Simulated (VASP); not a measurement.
# Pb (Fm-3m) in VASP: elastic constants with PBEsol

Aim: the elastic constants of Pb with PBEsol.

Everything below comes from runs of VASP 6.6.1. Logs are shortened: lines on timing, memory, paths and dates and some standing lists are left out, and cuts for length are marked.

**1. The cell of the first run**

It takes space group Fm-3m (No. 225, cubic). Conventional cell: a = 4.819 Å, b = 4.819 Å, c = 4.819 Å, α = 90.00°, β = 90.00°, γ = 90.00°. Within 4.5 Å of Pb (site symmetry m-3m) lie 12 Pb at 3.41 Å.

**2. Elastic constants, PBEsol**

Contents of INCAR:

```
SYSTEM = Pb
ALGO = Normal
EDIFF = 1E-8
ENCUT = 600
GGA = PS
IBRION = 6
ISIF = 3
ISMEAR = -1
LASPH = .TRUE.
LCHARG = .FALSE.
LREAL = .FALSE.
LWAVE = .FALSE.
NELM = 60
NFREE = 2
NSW = 1
POTIM = 0.015
PREC = Accurate
SIGMA = 0.1
```

Contents of KPOINTS:

```
k-points
0
G
  20 20 20
  0 0 0
```

Contents of POSCAR:

```
Pb
1.0
    0.0000000000      2.4096264794      2.4096264794
    2.4096264794      0.0000000000      2.4096264794
    2.4096264794      2.4096264794      0.0000000000
Pb
1
Direct
    0.0000000000      0.0000000000      0.0000000000
```

Potentials or basis: VASP PAW PBE potentials, release 64 (Pb_d).

Launch:

```bash
cat potpaw_PBE.64/Pb_d/POTCAR > POTCAR
mpirun -np 1 vasp_std > vasp.out
```

OUTCAR:

```text
SYSTEM = Pb
   EDIFF = 1E-8
   ENCUT = 600
   GGA = PS
   IBRION = 6
   ISIF = 3
   ISMEAR = -1
   LASPH = .TRUE.
   LREAL = .FALSE.
   NELM = 60
   NFREE = 2
   NSW = 1
   POTIM = 0.015
   PREC = Accurate

 ion  position               nearest neighbor table
   1  0.000  0.000  0.000-

  LATTYP: Found a face centered cubic cell.
 ALAT       =     4.8192529588

  Lattice vectors:

 A1 = (   0.0000000000,   2.4096264794,   2.4096264794)
 A2 = (   2.4096264794,   0.0000000000,   2.4096264794)
 A3 = (   2.4096264794,   2.4096264794,   0.0000000000)

Analysis of symmetry for initial positions (statically):
=====================================================================
 Subroutine PRICEL returns:
 Original cell was already a primitive cell.

 Routine SETGRP: Setting up the symmetry group for a
 face centered cubic supercell.

 Subroutine GETGRP returns: Found 48 space group operations
 (whereof 48 operations were pure point group operations)
 out of a pool of 48 trial point group operations.

The static configuration has the point symmetry O_h .

Analysis of symmetry for dynamics (positions and initial velocities):
=====================================================================
 Subroutine PRICEL returns:
 Original cell was already a primitive cell.

 Routine SETGRP: Setting up the symmetry group for a
 face centered cubic supercell.

 Subroutine GETGRP returns: Found 48 space group operations
 (whereof 48 operations were pure point group operations)
 out of a pool of 48 trial point group operations.

The dynamic configuration has the point symmetry O_h .

 Subroutine INISYM returns: Found 48 space group operations
 (whereof 48 operations are pure point group operations),
 and found     1 'primitive' translations

----------------------------------------------------------------------------------------

                                     Primitive cell

  volume of cell :      27.9820

  direct lattice vectors                    reciprocal lattice vectors
     0.000000000  2.409626479  2.409626479    -0.207501040  0.207501040  0.207501040
     2.409626479  0.000000000  2.409626479     0.207501040 -0.207501040  0.207501040
     2.409626479  2.409626479  0.000000000     0.207501040  0.207501040 -0.207501040

  length of vectors
     3.407726447  3.407726447  3.407726447     0.359402344  0.359402344  0.359402344

  position of ions in fractional coordinates (direct lattice)
     0.000000000  0.000000000  0.000000000

  ion indices of the primitive-cell ions
   primitive index   ion index
                 1           1

----------------------------------------------------------------------------------------

 KPOINTS: k-points

Automatic generation of k-mesh.
 Grid dimensions read from file:
 generate k-points for:   20   20   20

 Generating k-lattice:

  Cartesian coordinates                     Fractional coordinates (reciprocal lattice)
    -0.010375052  0.010375052  0.010375052     0.050000000  0.000000000  0.000000000
     0.010375052 -0.010375052  0.010375052     0.000000000  0.050000000  0.000000000
     0.010375052  0.010375052 -0.010375052     0.000000000  0.000000000  0.050000000

  Length of vectors
     0.017970117  0.017970117  0.017970117

  Shift w.r.t. Gamma in fractional coordinates (k-lattice)
     0.000000000  0.000000000  0.000000000

 Subroutine IBZKPT returns following result:
 ===========================================

 Found    256 irreducible k-points:

 Following reciprocal coordinates:
            Coordinates               Weight
  0.000000  0.000000  0.000000      1.000000
  0.050000  0.000000  0.000000      8.000000
  0.100000  0.000000  0.000000      8.000000
  0.150000  0.000000  0.000000      8.000000
  0.200000  0.000000  0.000000      8.000000
  0.250000  0.000000  0.000000      8.000000
[... 16 lines left out ...]
 -0.400000  0.050000  0.000000     24.000000
 -0.350000  0.050000  0.000000     24.000000
 [... further k-points ...]
[... 19 lines left out ...]
   LREAL  =      F    real-space projection
   EDIFFG = 0.1E-06   stopping-criterion for IOM
   NSW    =     49    number of steps for IOM
   IBRION =      6    ionic relax: 0-MD 1-quasi-New 2-CG
   NFREE  =      2    steps in history (QN), initial steepest desc. (CG)
   ISIF   =      3    stress and relaxation
   ISYM   =      2    0-nonsym 1-usesym 2-fastsym
   POTIM  = 0.0150    time-step for ionic-motion
   TEBEG  =    0.0;   TEEND  =   0.0 temperature during run
   PSTRESS=    0.0 pullay stress
   NELECT =      14.0000    total number of electrons
   NUPDOWN=      -1.0000    fix difference up-down
   EMIN   =  10.00;   EMAX   =-10.00  energy-range for DOS
   EFERMI =   0.00;   METHOD = LEGACY
   ISMEAR =    -1;   SIGMA  =   0.10  broadening in eV -4-tet -1-fermi 0-gaus
   EFERMI_NEDOS =   21; number of points for ismear=-14 and -15
   IALGO  =     38    algorithm
   IMIX   =      4    mixing-type and parameters
     AMIX     =   0.40;   BMIX     =  1.00
     AMIX_MAG =   1.60;   BMIX_MAG =  1.00
  volume/ion in A,a.u.               =      27.98       188.83
  Fermi-wavevector in a.u.,A,eV,Ry     =   1.299644  2.455971 22.981259  1.689075
  Thomas-Fermi vector in A             =   2.430895
   LORBIT       =      0    0 simple, 1 ext, 2 COOP (PROOUT), +10 PAW based schemes
   GGA     = PS    functional components
   LHFCALC =     F    Hartree Fock is set to
   AEXX    =    0.0000 exact exchange contribution
   IVDW    =     0    specifies the selected vdW correction
   LEPSILON=     F    determine dielectric tensor
   LRPA    =     F    only Hartree local field effects (RPA)
 finite differences with symmetry
 non-spin polarized calculation
  energy-cutoff  :      600.00
  volume of cell :       27.98
 maximum number of plane-waves:       951
   NGX = 13   NGY = 13   NGZ = 13

--------------------------------------- Ionic step        1  -------------------------------------------

 number of electron      14.0000002 magnetization

 Free energy of the ion-electron system (eV)
  ---------------------------------------------------
  ext. energy  EPLUGINS =         0.00000000
  ---------------------------------------------------
  free energy    TOTEN  =        -3.98397893 eV

  energy without entropy =       -3.96841594  energy(sigma->0) =       -3.97619743

------------------------ aborting loop because EDIFF is reached ----------------------------------------

  FORCE on cell =-STRESS in cart. coord.  units (eV):
  Direction    XX          YY          ZZ          XY          YZ          ZX
  --------------------------------------------------------------------------------------
  -------------------------------------------------------------------------------------
  Total        0.6953048      0.6953048      0.6953048      0.0000000     -0.0000000      0.0000000
  in kB       39.8113242     39.8113242     39.8113242      0.0000000     -0.0000000      0.0000000
  external PRESSURE =      39.8113242 kB  Pullay stress =       0.0000000 kB
[... 86 lines left out ...]
  FREE ENERGIE OF THE ION-ELECTRON SYSTEM (eV)
  ---------------------------------------------------
  free  energy   TOTEN  =        -3.9720435536 eV

  energy  without entropy=       -3.9566765024  energy(sigma->0) =       -3.96436003

[... ionic steps 4 to 12 ...]

--------------------------------------- Ionic step       13  -------------------------------------------

 number of electron      14.0000001 magnetization

------------------------ aborting loop because EDIFF is reached ----------------------------------------
[... 65 lines left out ...]
--------------------------------------- Ionic step       15  -------------------------------------------

 number of electron      14.0000001 magnetization

 Free energy of the ion-electron system (eV)
  ---------------------------------------------------
  ext. energy  EPLUGINS =         0.00000000
  ---------------------------------------------------
  free energy    TOTEN  =        -3.98397821 eV

  energy without entropy =       -3.96841522  energy(sigma->0) =       -3.97619672

 E-fermi :   8.0934     XC(G=0): -10.7332

 val. band max:        8.0918620229   @ k =   0.3500   0.1500   0.0500
 cond. band min:       8.1024175643   @ k =  -0.3000   0.3000   0.1000
 fundamental gap:      0.0105555414
 Fermi energy:         8.0933577727

 k-point     1 :       0.0000    0.0000    0.0000
  band No.  band energies     occupation
      1      -9.0226      2.00000
      2      -9.0226      2.00000
      3      -9.0226      2.00000
      4      -8.8418      2.00000
      5      -8.8418      2.00000
      6      -4.3090      2.00000
      7      16.0932      0.00000
      8      16.0932      0.00000
      9      16.0932      0.00000
     10      17.8367      0.00000
     11      20.3847      0.00000
[... 309 lines left out ...]
 k-point    24 :      -0.3500    0.0500    0.0000
  band No.  band energies     occupation
      1      -9.0586      2.00000
      2      -8.9952      2.00000
      3      -8.9903      2.00000
      4      -8.7336      2.00000
      5      -8.7081      2.00000
      6      -1.5012      2.00000
      7       5.5849      2.00000
      8      13.4952      0.00000
      9      14.5896      0.00000
     10      17.3571      0.00000
     11      18.7230      0.00000

 [... further k-points ...]
[... 5 lines left out ...]
  --------------------------------------------------------------------------------------
  -------------------------------------------------------------------------------------
  Total        0.6953812      0.6953812      0.6953812     -0.0000000     -0.0000000      0.0000000
  in kB       39.8156969     39.8156969     39.8156969     -0.0000000     -0.0000000      0.0000000
  external PRESSURE =      39.8156969 kB  Pullay stress =       0.0000000 kB
[... 16 lines left out ...]
  FREE ENERGIE OF THE ION-ELECTRON SYSTEM (eV)
  ---------------------------------------------------
  free  energy   TOTEN  =        -3.9839782135 eV

  energy  without entropy=       -3.9684152211  energy(sigma->0) =       -3.97619672

 INTERNAL STRAIN TENSORS FROM STRAINED CELLS
 ============================================

 INTERNAL STRAIN TENSOR FOR ION    1 for displacements in x,y,z  (eV/Angst):
          X           Y           Z          XY          YZ          ZX
  --------------------------------------------------------------------------------
  x     0.00000    -0.00000    -0.00000     0.00000     0.00000     0.00000
  y     0.00000     0.00000     0.00000     0.00000     0.00000     0.00000
  z     0.00000     0.00000     0.00000     0.00000     0.00000     0.00000

 INTERNAL STRAIN TENSORS FROM DISPLACED ATOMS
 ============================================

 INTERNAL STRAIN TENSOR FOR ION    1 for displacements in x,y,z  (eV/Angst):
          X           Y           Z          XY          YZ          ZX
  --------------------------------------------------------------------------------
  x     0.00000     0.00000     0.00000     0.00000     0.00000     0.00000
  y     0.00000     0.00000     0.00000     0.00000     0.00000     0.00000
  z     0.00000     0.00000     0.00000     0.00000     0.00000     0.00000

 Eigenvectors and eigenvalues of the dynamical matrix
 ----------------------------------------------------

   1 f/i=    0.000000 THz     0.000000 2PiTHz    0.000000 cm-1     0.000000 meV
             X         Y         Z           dx          dy          dz
      0.000000  0.000000  0.000000     1.000000    0.000000    0.000000

   2 f/i=    0.000000 THz     0.000000 2PiTHz    0.000000 cm-1     0.000000 meV
             X         Y         Z           dx          dy          dz
      0.000000  0.000000  0.000000     0.000000    1.000000    0.000000

   3 f/i=    0.000000 THz     0.000000 2PiTHz    0.000000 cm-1     0.000000 meV
             X         Y         Z           dx          dy          dz
      0.000000  0.000000  0.000000     0.000000    0.000000    1.000000

--------------------------------------------------------------------------------------------------------

 ELASTIC MODULI CONTR FROM IONIC RELAXATION (kBar)
 Direction    XX          YY          ZZ          XY          YZ          ZX
 --------------------------------------------------------------------------------
 XX           0.0000      0.0000      0.0000      0.0000      0.0000      0.0000
 YY           0.0000      0.0000      0.0000      0.0000      0.0000      0.0000
 ZZ           0.0000      0.0000      0.0000      0.0000      0.0000      0.0000
 XY           0.0000      0.0000      0.0000      0.0000      0.0000      0.0000
 YZ           0.0000      0.0000      0.0000      0.0000      0.0000      0.0000
 ZX           0.0000      0.0000      0.0000      0.0000      0.0000      0.0000
 --------------------------------------------------------------------------------

 TOTAL ELASTIC MODULI (kBar)
 Direction    XX          YY          ZZ          XY          YZ          ZX
 --------------------------------------------------------------------------------
 XX         708.7934    579.9570    579.9570      0.0000      0.0000      0.0000
 YY         579.9570    708.7934    579.9570      0.0000      0.0000     -0.0000
 ZZ         579.9570    579.9570    708.7934      0.0000      0.0000     -0.0000
 XY           0.0000      0.0000      0.0000    247.9174     -0.0000     -0.0000
 YZ           0.0000      0.0000      0.0000     -0.0000    247.9174     -0.0000
 ZX           0.0000     -0.0000     -0.0000     -0.0000     -0.0000    247.9174
 --------------------------------------------------------------------------------
```

Wall time 68 min (1 thread of Intel Xeon Platinum 8375C at 2.90GHz (Ice Lake), shared host); peak memory 1.3 GiB.

Results:

```
Elastic constants C11, C12, C44 : 71, 58, 25 GPa
Voigt bulk modulus              : 62 GPa
```

Elastic tensor in Voigt notation (GPa, in the Cartesian axes of the cell as first typed):
```
71 58 58  0  0  0
58 71 58  0  0  0
58 58 71  0  0  0
 0  0  0 25  0  0
 0  0  0  0 25  0
 0  0  0  0  0 25
```

Clamped-ion elastic tensor (GPa):
```
71 58 58  0  0  0
58 71 58  0  0  0
58 58 71  0  0  0
 0  0  0 25  0  0
 0  0  0  0 25  0
 0  0  0  0  0 25
```

Caveat: the cell is under stress, which shifts elastic constants; the PAW data sets were made with another functional, which shifts forces and pressure a little; spin-orbit coupling is left out, which moves the levels of the heavy elements.
